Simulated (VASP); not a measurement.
Set up this calculation in VASP 6.6.1, as the native input.

```
Task                   : single point
Functional             : PBEsol
Potentials or basis    : VASP PAW PBE potentials, release 64 (Sn_d, Se)
Cutoff                 : 520 eV
k mesh                 : 8 × 8 × 8
Occupations            : gaussian, width 0.05 eV
Spin                   : no spin polarisation
Dipole correction      : no
Further INCAR settings : ALGO = Normal; EDIFF = 1e-07; NBANDS = 17
```

The structure of SnSe lies in POSCAR:

```
SnSe
1.0
    0.0000000000      3.0100000000      3.0100000000
    3.0100000000      0.0000000000      3.0100000000
    3.0100000000      3.0100000000      0.0000000000
Sn Se
1 1
Direct
    0.0000000000      0.0000000000      0.0000000000
    0.4688538206      0.4688538206      0.5311461794
```

This cell differs from its parent crystal: all Se atoms moved +0.188 Å, as atom 2 towards its neighbour atom 1 (Sn) at 3.010 Å.

One way to write it, as run:

INCAR

```
SYSTEM = SnSe
ALGO = Normal
EDIFF = 1E-7
ENCUT = 520
GGA = PS
ISIF = 2
ISMEAR = 0
LASPH = .TRUE.
LCHARG = .TRUE.
LELF = .TRUE.
LREAL = .FALSE.
LVHAR = .TRUE.
LWAVE = .FALSE.
NBANDS = 17
NELM = 60
PREC = Accurate
SIGMA = 0.05
```

KPOINTS

```
k-points
0
G
  8 8 8
  0 0 0
```

Potentials or basis: VASP PAW PBE potentials, release 64 (Sn_d, Se).

Run with:

```console
$ cat potpaw_PBE.64/Sn_d/POTCAR potpaw_PBE.64/Se/POTCAR > POTCAR
$ mpirun -np 1 vasp_std > vasp.out
```

Results of the run:

- Pressure: -1.4 GPa
- Largest force: 0.090 eV/Å
- Band gap on the k mesh: 0.79 eV, indirect (least direct gap 0.80 eV)

Caveat: the cell differs from its parent crystal (all Se atoms moved +0.188 Å, as atom 2 towards its neighbour atom 1 (Sn) at 3.010 Å); the PAW data sets were made with another functional, which shifts forces and pressure a little; spin-orbit coupling is left out, which moves the levels of the heavy elements.

Run time: 29 s on 1 thread of Intel(R) Xeon(R) Platinum 8259CL CPU @ 2.50GHz (Skylake/Cascade Lake) (shared host), peak memory 0.21 GiB.
